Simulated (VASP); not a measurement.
Wanted: the native input for a VASP 6.6.1 run.

- Task: relaxation of cell and atoms
- Functional: PBE
- Potentials or basis: VASP PAW PBE potentials, release 64 (In_d, H)
- Cutoff: 600 eV
- k mesh: 6 × 6 × 6
- Occupations: gaussian, width 0.1 eV
- Spin: no spin polarisation
- Dipole correction: no
- Further INCAR settings: ALGO = Normal; EDIFF = 1e-06; IBRION = 2; EDIFFG = -0.04; NSW = 90; ISIF = 3

The structure of InH lies in POSCAR:

```
InH
1.0
    3.3851129000      0.0000000000      0.0000000000
   -1.6925564500      2.9315937700      0.0000000000
    0.0000000000      0.0000000000      3.6888329700
In H
1 1
Direct
    0.0000000000      0.0000000000      0.5000000000
    0.0000000000      0.0000000000      0.0000000000
```

These files were run (other wordings do the same):

INCAR

```
SYSTEM = InH
ALGO = Normal ; EDIFF = 1E-6
EDIFFG = -0.04 ; ENCUT = 600
GGA = PE ; IBRION = 2
ISIF = 3 ; ISMEAR = 0
LASPH = .True. ; LCHARG = .False.
LREAL = .False. ; LWAVE = .False.
NELM = 60 ; NSW = 90
PREC = Accurate ; SIGMA = 0.1
```

KPOINTS

```
k-points
0
Gamma
  6 6 6
  0 0 0
```

Potentials or basis: VASP PAW PBE potentials, release 64 (In_d, H).

Command:

```sh
$ cat potpaw_PBE.64/In_d/POTCAR potpaw_PBE.64/H/POTCAR > POTCAR
$ mpirun -np 1 vasp_std > vasp.out
```

Results of the run:

| Quantity | Value |
| --- | --- |
| Relaxed volume | 16.88 Å³/atom |
| Relaxed cell | a = 3.171 Å, b = 3.171 Å, c = 3.877 Å, α = 90.00°, β = 90.00°, γ = 120.00° |
| Space group after relaxing (to 0.05 Å) | P6/mmm (No. 191) |
| Energy gained by relaxing | 69.6 meV/atom |
| Ionic steps | 7 |
| Pressure after relaxing | 0.1 GPa |
| Band gap on the k mesh | zero (band 7 reaches 6.26 eV, above the bottom of band 8 at 3.63 eV) |

Caveat: spin-orbit coupling is left out, which moves the levels of the heavy elements.

Wall time 52 s on 1 thread of Intel(R) Xeon(R) Platinum 8488C (Sapphire Rapids), with other jobs on the host, peak memory 0.17 GiB.
